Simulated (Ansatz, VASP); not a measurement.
# Ge2Sb2O in VASP and in Ansatz

```
Ge Sb O
1.0
     4.82496    0.00000    0.00000
    -2.41248    4.17853    0.00000
     0.00000    0.00000    5.76822
Ge Sb O
2 2 1
Direct
  0.33333 0.66667 0.00000
  0.66667 0.33333 0.00000
  0.33333 0.66667 0.50000
  0.66667 0.33333 0.50000
  0.00000 0.00000 0.00000
```

Alike in both runs: functional PBE; k mesh 12 × 12 × 8; occupations gaussian, width 0.1 eV; no spin polarisation.

Ansatz relaxed the structure, and its values are those at the end. VASP's run is a single point on that final structure, the one shown.

|  | VASP | Ansatz |
| --- | --- | --- |
| version | VASP 6.6.1 | Ansatz 0.2.0 |
| potentials or method | VASP PAW PBE potentials, release 64 (Ge_d, Sb, O), cutoff 600 eV | scalar-relativistic, plane waves, PAW |
| valence electrons in the cell | 44 | 64 |

|  | VASP | Ansatz | Ansatz less VASP |
| --- | --- | --- | --- |
| gap on the k mesh at the Fermi level (eV) | none | none | - |
| pressure (GPa) | 0.0 | 0.0 | -0.06 |

A gap of «none» marks a metal or a gap that the smearing closes. The functional is the same, so the differences come from potentials, cutoffs and numerics. VASP's potentials hold 44 valence electrons a cell and Ansatz's 64, so a difference there can come from the potentials and not from the codes.

Spin-orbit coupling is off throughout.
